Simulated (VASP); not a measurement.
A run of VASP 6.6.1 is set up as follows.

File INCAR:

```
SYSTEM = Hf
PREC = Accurate
ENCUT = 520
EDIFF = 1E-8
ISMEAR = -1
SIGMA = 0.05
LREAL = .False.
LASPH = .True.
NELM = 80
ALGO = Fast
ISIF = 2
LWAVE = .False.
LCHARG = .False.
GGA = CA
NBANDS = 17
IBRION = 8
NSW = 1
```

The input KPOINTS:

```
regular mesh
0
Gamma
  7 7 4
  0 0 0
```

The input POSCAR:

```
Hf
1.0
    3.1967000000      0.0000000000      0.0000000000
   -1.5983500000      2.7684234083      0.0000000000
    0.0000000000      0.0000000000      5.0578000000
Hf
2
Direct
    0.6666666667      0.3333333333      0.7500000000
    0.3333333333      0.6666666667      0.2500000000
```

Potentials or basis: VASP PAW LDA potentials, release 64 (Hf_pv).

Launch:

```sh
$ cat potpaw_LDA.64/Hf_pv/POTCAR > POTCAR
$ mpirun -np 1 vasp_std > vasp.out
```

Question: Predict the highest phonon frequency at Γ.

Answer: 76 cm⁻¹.

Phonon frequencies in cm⁻¹ (negative: imaginary):
```tsv
q point	frequencies
(0.000, 0.000, 0.000)	0 0 0 59 59 76
```

Caveat: the cell wasn't relaxed at this level first, which shifts response properties.
